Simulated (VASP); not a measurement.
# As (P-1) in VASP: further runs

Runs on As. Level: PBE-based screened hybrid with 25 % exact exchange. Tasks: single point.

Everything below comes from runs of VASP 6.6.1. Logs are shortened: lines on timing, memory, paths and dates and some standing lists are left out, and cuts for length are marked.

## Step 1: The cell of the first run

The typed cell holds 2 atoms: a = 3.824 Å, b = 3.824 Å, c = 3.824 Å, α = 60.00°, β = 60.00°, γ = 60.00°.

## Step 2: Single point, PBE-based screened hybrid with 25 % exact exchange

POSCAR reads:

```
As
1.0
   -2.7036817400      0.0000000000     -2.7036817400
    0.0000000000     -2.7036817400     -2.7036817400
   -2.7036817400     -2.7036817400      0.0000000000
As
2
Direct
    0.2763515400      0.2271399200      0.2568997100
    0.7236484600      0.7728600800      0.7431002900
```

INCAR.step1 reads:

```
PREC = Accurate ; ENCUT = 520
EDIFF = 1E-5 ; ISMEAR = -1
SIGMA = 0.05 ; LREAL = False
LASPH = True ; NELM = 60
ALGO = Normal ; ISIF = 2
LWAVE = True ; NBANDS = 12
GGA = PE
```

INCAR.step2 reads:

```
PREC = Accurate ; ENCUT = 520
EDIFF = 1E-6 ; ISMEAR = -1
SIGMA = 0.05 ; LREAL = False
LASPH = True ; NELM = 60
ALGO = Normal ; ISIF = 2
LWAVE = False ; LCHARG = True
GGA = PE ; LHFCALC = True
AEXX = 0.25 ; HFSCREEN = 0.15
PRECFOCK = Normal ; LELF = True
LVHAR = True ; NBANDS = 12
ISTART = 1
```

KPOINTS reads:

```
regular mesh
0
Gamma
  5 5 5
```

Potentials or basis: VASP PAW PBE potentials, release 64 (As).

Started as:

```sh
> cat potpaw_PBE.64/As/POTCAR > POTCAR
> cp INCAR.step1 INCAR
> mpirun -np 1 vasp_std > vasp.out
> cp INCAR.step2 INCAR
> mpirun -np 1 vasp_std > vasp.out
```

OUTCAR:

```text
PREC = Accurate
   ENCUT = 520
   EDIFF = 1E-6
   ISMEAR = -1
   LREAL = False
   LASPH = True
   NELM = 60
   ISIF = 2
   GGA = PE
   LHFCALC = True
   AEXX = 0.25
   HFSCREEN = 0.15
   PRECFOCK = Normal
   ISTART = 1

 ion  position               nearest neighbor table
   1  0.276  0.227  0.257-   2 2.53   2 2.62   2 2.69   2 2.73   2 2.80   2 2.88
   2  0.724  0.773  0.743-   1 2.53   1 2.62   1 2.69   1 2.73   1 2.80   1 2.88

  LATTYP: Found a face centered cubic cell.
 ALAT       =     5.4073634800

  Lattice vectors:

 A1 = (  -2.7036817400,   0.0000000000,  -2.7036817400)
 A2 = (   0.0000000000,  -2.7036817400,  -2.7036817400)
 A3 = (  -2.7036817400,  -2.7036817400,   0.0000000000)

Analysis of symmetry for initial positions (statically):
=====================================================================
 Subroutine PRICEL returns:
 Original cell was already a primitive cell.

 Routine SETGRP: Setting up the symmetry group for a
 face centered cubic supercell.

 Subroutine GETGRP returns: Found  2 space group operations
 (whereof  2 operations were pure point group operations)
 out of a pool of 48 trial point group operations.

The static configuration has the point symmetry S_2 .

Analysis of symmetry for dynamics (positions and initial velocities):
=====================================================================
 Subroutine PRICEL returns:
 Original cell was already a primitive cell.

 Routine SETGRP: Setting up the symmetry group for a
 face centered cubic supercell.

 Subroutine GETGRP returns: Found  2 space group operations
 (whereof  2 operations were pure point group operations)
 out of a pool of 48 trial point group operations.

The dynamic configuration has the point symmetry S_2 .

 Subroutine INISYM returns: Found  2 space group operations
 (whereof  2 operations are pure point group operations),
 and found     1 'primitive' translations

----------------------------------------------------------------------------------------

                                     Primitive cell

  volume of cell :      39.5273

  direct lattice vectors                    reciprocal lattice vectors
    -2.703681740  0.000000000 -2.703681740    -0.184933009  0.184933009 -0.184933009
     0.000000000 -2.703681740 -2.703681740     0.184933009 -0.184933009 -0.184933009
    -2.703681740 -2.703681740  0.000000000    -0.184933009 -0.184933009  0.184933009

  length of vectors
     3.823583385  3.823583385  3.823583385     0.320313368  0.320313368  0.320313368

  position of ions in fractional coordinates (direct lattice)
     0.276351540  0.227139920  0.256899710
     0.723648460  0.772860080  0.743100290

  ion indices of the primitive-cell ions
   primitive index   ion index
                 1           1
                 2           2

----------------------------------------------------------------------------------------

 KPOINTS: regular mesh

Automatic generation of k-mesh.
 Grid dimensions read from file:
 generate k-points for:    5    5    5

 Generating k-lattice:

  Cartesian coordinates                     Fractional coordinates (reciprocal lattice)
    -0.036986602  0.036986602 -0.036986602     0.200000000  0.000000000  0.000000000
     0.036986602 -0.036986602 -0.036986602     0.000000000  0.200000000  0.000000000
    -0.036986602 -0.036986602  0.036986602     0.000000000  0.000000000  0.200000000

  Length of vectors
     0.064062674  0.064062674  0.064062674

  Shift w.r.t. Gamma in fractional coordinates (k-lattice)
     0.000000000  0.000000000  0.000000000

 Subroutine IBZKPT returns following result:
 ===========================================

 Found     63 irreducible k-points:

 Following reciprocal coordinates:
            Coordinates               Weight
  0.000000  0.000000  0.000000      1.000000
  0.200000  0.000000  0.000000      2.000000
  0.000000  0.200000  0.000000      2.000000
  0.000000  0.000000  0.200000      2.000000
  0.200000  0.200000  0.200000      2.000000
  0.400000  0.000000  0.000000      2.000000
[... 16 lines left out ...]
  0.200000  0.400000  0.400000      2.000000
  0.400000  0.000000  0.200000      2.000000
 [... further k-points ...]
   k-points           NKPTS =     63   k-points in BZ     NKDIM =    125   number of bands    NBANDS=     12
   number of dos      NEDOS =    301   number of ions     NIONS =      2
   total plane-waves  NPLWV =  21952
   dimension x,y,z NGX =    28 NGY =   28 NGZ =   28
   dimension x,y,z NGXF=    56 NGYF=   56 NGZF=   56
   ions per type =               2
   NGX,Y,Z   is equivalent  to a cutoff of  12.17, 12.17, 12.17 a.u.
   NGXF,Y,Z  is equivalent  to a cutoff of  24.35, 24.35, 24.35 a.u.
 SYSTEM =  unknown system
   PREC   = accura    normal or accurate (medium, high low for compatibility)
   ISTART =      1    job   : 0-new  1-cont  2-samecut
   ICHARG =      0    charge: 1-file 2-atom 10-const
   ISPIN  =      1    spin polarized calculation?
   LNONCOLLINEAR =      F non collinear calculations
   LSORBIT =      F    spin-orbit coupling
   LASPH  =      T    aspherical Exc in radial PAW
   ENCUT  =  520.0 eV  38.22 Ry    6.18 a.u.   7.11  7.11  7.11*2*pi/ulx,y,z
   NELM   =     60;   NELMIN=  2; NELMDL=  0     # of ELM steps
   EDIFF  = 0.1E-05   stopping-criterion for ELM
   LREAL  =      F    real-space projection
   EDIFFG = 0.1E-04   stopping-criterion for IOM
   NSW    =      0    number of steps for IOM
   IBRION =     -1    ionic relax: 0-MD 1-quasi-New 2-CG
   NFREE  =      0    steps in history (QN), initial steepest desc. (CG)
   ISIF   =      2    stress and relaxation
   ISYM   =      3    0-nonsym 1-usesym 2-fastsym
   POTIM  = 0.5000    time-step for ionic-motion
   TEBEG  =    0.0;   TEEND  =   0.0 temperature during run
   PSTRESS=    0.0 pullay stress
   NELECT =      10.0000    total number of electrons
   NUPDOWN=      -1.0000    fix difference up-down
   EMIN   =  10.00;   EMAX   =-10.00  energy-range for DOS
   EFERMI =   0.00;   METHOD = LEGACY
   ISMEAR =    -1;   SIGMA  =   0.05  broadening in eV -4-tet -1-fermi 0-gaus
   EFERMI_NEDOS =   21; number of points for ismear=-14 and -15
   IALGO  =     38    algorithm
   IMIX   =      1    mixing-type and parameters
     AMIX     =   0.40;   BMIX     =  1.00
     AMIX_MAG =   1.60;   BMIX_MAG =  1.00
  volume/ion in A,a.u.               =      19.76       133.37
  Fermi-wavevector in a.u.,A,eV,Ry     =   1.035403  1.956627 14.586243  1.072059
  Thomas-Fermi vector in A             =   2.169744
   LORBIT       =      0    0 simple, 1 ext, 2 COOP (PROOUT), +10 PAW based schemes
   GGA     = PE    functional components
   LHFCALC =     T    Hartree Fock is set to
   PRECFOCK=normal    Normal, Fast or Accurate (Low or Medium for compatibility)
   ENCUT4O =  -1.0   cutoff for four orbital integrals eV
   NKREDX  =     1    reduce k-point grid by
   NKREDY  =     1    reduce k-point grid by
   NKREDZ  =     1    reduce k-point grid by
   AEXX    =    0.2500 exact exchange contribution
   HFSCREEN=    0.1500 screening length (either q_TF or 0.3 A-1)
   HFSCREENC=   0.1500 screening length for correlation (either q_TF or 0.3 A-1)
   ENCUTFOCK=  -1.0 apply spherical cutoff to Coloumb kernel
   IVDW    =     0    specifies the selected vdW correction
   LEPSILON=     F    determine dielectric tensor
   LRPA    =     F    only Hartree local field effects (RPA)
 non-spin polarized calculation
  energy-cutoff  :      520.00
  volume of cell :       39.53
 maximum number of plane-waves:      1073
  NGX = 24; NGY = 24; NGZ = 24

 number of electron      10.0000000 magnetization

 Free energy of the ion-electron system (eV)
  ---------------------------------------------------
  ext. energy  EPLUGINS =         0.00000000
  ---------------------------------------------------
  free energy    TOTEN  =       -11.28490092 eV

  energy without entropy =      -11.28353571  energy(sigma->0) =      -11.28421831

 E-fermi :   5.8691     XC(G=0):  -8.5516

 val. band max:        5.7478233307   @ k =  -0.2000   0.2000   0.0000
 cond. band min:       5.9830637465   @ k =   0.4000   0.0000   0.0000
 fundamental gap:      0.2352404158
 Fermi energy:         5.8691360568

 k-point     1 :       0.0000    0.0000    0.0000
  band No.  band energies     occupation
      1     -11.1224      2.00000
      2       0.4721      2.00000
      3       3.3203      2.00000
      4       3.5935      2.00000
      5       3.6487      2.00000
      6      10.0249      0.00000
      7      10.1102      0.00000
      8      10.8053      0.00000
      9      12.3302      0.00000
     10      12.8144      0.00000
     11      12.8958      0.00000
     12      14.9979      0.00000

 k-point     2 :       0.2000    0.0000    0.0000
  band No.  band energies     occupation
      1     -10.5240      2.00000
      2      -2.1101      2.00000
      3       3.4084      2.00000
      4       3.7107      2.00000
      5       4.8773      2.00000
      6       8.2987      0.00000
      7       8.7278      0.00000
      8       8.9933      0.00000
      9      12.7674      0.00000
     10      13.5125      0.00000
     11      13.5799      0.00000
     12      18.2197      0.00000

 k-point     3 :       0.0000    0.2000    0.0000
  band No.  band energies     occupation
      1     -10.5209      2.00000
      2      -2.1296      2.00000
      3       3.4067      2.00000
      4       3.7309      2.00000
      5       4.8556      2.00000
      6       8.3149      0.00000
      7       8.7486      0.00000
      8       9.0322      0.00000
      9      12.7199      0.00000
     10      13.4864      0.00000
     11      13.5854      0.00000
     12      18.2144      0.00000
[... 286 lines left out ...]
 k-point    23 :       0.2000    0.4000    0.4000
  band No.  band energies     occupation
      1      -8.9715      2.00000
      2      -4.4352      2.00000
      3       1.5867      2.00000
      4       2.2368      2.00000
      5       2.5161      2.00000
      6       9.6673      0.00000
      7       9.9966      0.00000
      8      10.2936      0.00000
      9      11.6320      0.00000
     10      17.6783      0.00000
     11      18.1114      0.00000
     12      19.2988      0.00000

 k-point    24 :       0.4000    0.0000    0.2000
  band No.  band energies     occupation
      1      -8.9924      2.00000
      2      -4.3736      2.00000
      3       1.3949      2.00000
      4       2.0407      2.00000
      5       2.9554      2.00000
      6       9.6892      0.00000
      7       9.7339      0.00000
      8      10.6599      0.00000
      9      11.2447      0.00000
     10      17.9179      0.00000
     11      18.2630      0.00000
     12      19.3941      0.00000

 [... further k-points ...]
[... 5 lines left out ...]
  --------------------------------------------------------------------------------------
  -------------------------------------------------------------------------------------
  Total        0.0768080     -0.1477627      0.3585319     -0.4822353     -0.0232636      0.0640403
  in kB        3.1132948     -5.9893374     14.5325459    -19.5466755     -0.9429557      2.5957780
  external PRESSURE =       3.8855011 kB  Pullay stress =       0.0000000 kB

 VOLUME and BASIS-vectors are now :
 -----------------------------------------------------------------------------
  energy-cutoff  :      520.00
  volume of cell :       39.53
      direct lattice vectors                 reciprocal lattice vectors
    -2.703681740  0.000000000 -2.703681740    -0.184933009  0.184933009 -0.184933009
     0.000000000 -2.703681740 -2.703681740     0.184933009 -0.184933009 -0.184933009
    -2.703681740 -2.703681740  0.000000000    -0.184933009 -0.184933009  0.184933009

 POSITION                                       TOTAL-FORCE (eV/Angst)
 -----------------------------------------------------------------------------------
     -1.44174     -1.30869     -1.36128        -0.777840      0.663945     -0.107648
     -3.96562     -4.09867     -4.04608         0.777840     -0.663945      0.107648
 -----------------------------------------------------------------------------------
    total drift:                                0.000000      0.000000     -0.000000

  FREE ENERGIE OF THE ION-ELECTRON SYSTEM (eV)
  ---------------------------------------------------
  free  energy   TOTEN  =       -11.2849009160 eV

  energy  without entropy=      -11.2835357124  energy(sigma->0) =      -11.28421831
```

Run time: 54 min. Hardware: 1 thread of Intel Xeon Platinum 8259CL at 2.50GHz (Skylake/Cascade Lake), shared host; peak memory 0.28 GiB.

What came out:

```
Free energy   : -11.2849 eV
Pressure      : 0.4 GPa
Largest force : 1.028 eV/Å
```

Forces in eV/Å, atoms in the order of the input:
```
As  -0.778  0.664 -0.108
As   0.778 -0.664  0.108
```

Stress tensor (GPa, compression positive):
```
 0.31 -1.95  0.26
-1.95 -0.60 -0.09
 0.26 -0.09  1.45
```

Levels at points of the mesh, in eV from the Fermi level:
| k point | band 1 | band 2 | band 3 | band 4 | band 5 | band 6 | band 7 | band 8 | band 9 | band 10 |
| --- | --- | --- | --- | --- | --- | --- | --- | --- | --- | --- |
| (0.00, 0.00, 0.00) | -16.99 | -5.40 | -2.55 | -2.28 | -2.22 | 4.16 | 4.24 | 4.94 | 6.46 | 6.95 |

Caveat: the PAW data sets were made with another functional, which shifts forces and pressure a little.

## Step 3: Single point, PBE-based screened hybrid with 25 % exact exchange

POSCAR is that of step 2.

INCAR.step1 reads:

```
PREC = Accurate
ENCUT = 520
EDIFF = 1E-5
ISMEAR = -1
SIGMA = 0.05
LREAL = F
LASPH = T
NELM = 100
ALGO = Normal
ISIF = 2
LWAVE = T
NBANDS = 12
GGA = PE
```

INCAR.step2 reads:

```
PREC = Accurate
ENCUT = 520
EDIFF = 1E-6
ISMEAR = -1
SIGMA = 0.05
LREAL = F
LASPH = T
NELM = 100
ALGO = Normal
ISIF = 2
LWAVE = F
LCHARG = T
GGA = PE
LHFCALC = T
AEXX = 0.25
HFSCREEN = 0.6
PRECFOCK = Normal
LELF = T
LVHAR = T
NBANDS = 12
ISTART = 1
```

KPOINTS reads:

```
Automatic mesh
0
Gamma
  5 5 5
```

Potentials or basis: VASP PAW PBE potentials, release 64 (As).

Started as:

```sh
> cat potpaw_PBE.64/As/POTCAR > POTCAR
> cp INCAR.step1 INCAR
> mpirun -np 1 vasp_std > vasp.out
> cp INCAR.step2 INCAR
> mpirun -np 1 vasp_std > vasp.out
```

OUTCAR:

```text
PREC = Accurate
   ENCUT = 520
   EDIFF = 1E-6
   ISMEAR = -1
   LREAL = F
   LASPH = T
   NELM = 100
   ISIF = 2
   GGA = PE
   LHFCALC = T
   AEXX = 0.25
   HFSCREEN = 0.6
   PRECFOCK = Normal
   ISTART = 1

 ion  position               nearest neighbor table
   1  0.276  0.227  0.257-   2 2.53   2 2.62   2 2.69   2 2.73   2 2.80   2 2.88
   2  0.724  0.773  0.743-   1 2.53   1 2.62   1 2.69   1 2.73   1 2.80   1 2.88

  LATTYP: Found a face centered cubic cell.
[... 555 lines left out ...]

 [... further k-points ...]

------------------------ aborting loop because EDIFF is reached ----------------------------------------

  FORCE on cell =-STRESS in cart. coord.  units (eV):
  Direction    XX          YY          ZZ          XY          YZ          ZX
  --------------------------------------------------------------------------------------
  -------------------------------------------------------------------------------------
  Total        0.5822763      0.3873732      0.7818561     -0.3748040     -0.0278364      0.0581898
  in kB       23.6016828     15.7015824     31.6913473    -15.1921107     -1.1283079      2.3586334
  external PRESSURE =      23.6648709 kB  Pullay stress =       0.0000000 kB

 VOLUME and BASIS-vectors are now :
 -----------------------------------------------------------------------------
  energy-cutoff  :      520.00
  volume of cell :       39.53
      direct lattice vectors                 reciprocal lattice vectors
    -2.703681740  0.000000000 -2.703681740    -0.184933009  0.184933009 -0.184933009
     0.000000000 -2.703681740 -2.703681740     0.184933009 -0.184933009 -0.184933009
    -2.703681740 -2.703681740  0.000000000    -0.184933009 -0.184933009  0.184933009

 POSITION                                       TOTAL-FORCE (eV/Angst)
 -----------------------------------------------------------------------------------
     -1.44174     -1.30869     -1.36128        -0.620865      0.499871     -0.097919
     -3.96562     -4.09867     -4.04608         0.620865     -0.499871      0.097919
 -----------------------------------------------------------------------------------
    total drift:                               -0.000000     -0.000000     -0.000000

  FREE ENERGIE OF THE ION-ELECTRON SYSTEM (eV)
  ---------------------------------------------------
  free  energy   TOTEN  =        -9.9345730350 eV

  energy  without entropy=       -9.9318657365  energy(sigma->0) =       -9.93321939
```

OUTCAR.step1:

```text
PREC = Accurate
   ENCUT = 520
   EDIFF = 1E-5
   ISMEAR = -1
   LREAL = F
[... 581 lines left out ...]
     -1.44174     -1.30869     -1.36128        -0.491032      0.404172     -0.083182
     -3.96562     -4.09867     -4.04608         0.491032     -0.404172      0.083182
 -----------------------------------------------------------------------------------
    total drift:                               -0.000000     -0.000000      0.000000

  FREE ENERGIE OF THE ION-ELECTRON SYSTEM (eV)
  ---------------------------------------------------
  free  energy   TOTEN  =        -9.2105988739 eV

  energy  without entropy=       -9.2078873604  energy(sigma->0) =       -9.20924312
```

OSZICAR.step1:

```text
N       E                     dE             d eps       ncg     rms          rms(c)
DAV:   1     0.280083821192E+02    0.28008E+02   -0.42878E+03  1512   0.702E+02
DAV:   2    -0.768497177033E+01   -0.35693E+02   -0.34202E+02  2008   0.112E+02
DAV:   3    -0.920383664261E+01   -0.15189E+01   -0.15083E+01  1912   0.230E+01
DAV:   4    -0.921045686464E+01   -0.66202E-02   -0.66199E-02  1688   0.173E+00
DAV:   5    -0.921047004019E+01   -0.13176E-04   -0.13176E-04  1896   0.844E-02    0.324E+00
DAV:   6    -0.920998059478E+01    0.48945E-03   -0.25351E-03  1680   0.333E-01    0.193E+00
DAV:   7    -0.921047368114E+01   -0.49309E-03   -0.58137E-03  1720   0.526E-01    0.912E-02
DAV:   8    -0.921058778074E+01   -0.11410E-03   -0.47504E-04  1760   0.133E-01    0.190E-02
DAV:   9    -0.921059804329E+01   -0.10263E-04   -0.23543E-05  1792   0.342E-02    0.155E-02
DAV:  10    -0.921059887386E+01   -0.83057E-06   -0.62072E-06  1244   0.156E-02
   1 F= -.92105989E+01 E0= -.92092431E+01  d E =-.271151E-02
```

It took 44 min on 1 thread of AMD EPYC 7R13 (Zen 3), shared host; peak memory 0.26 GiB.

Results:

* Free energy: -9.9346 eV
* Pressure: 2.4 GPa
* Largest force: 0.803 eV/Å

Forces in eV/Å, atoms in the order of the input:
```
As  -0.621  0.500 -0.098
As   0.621 -0.500  0.098
```

Caveat: the PAW data sets were made with another functional, which shifts forces and pressure a little.
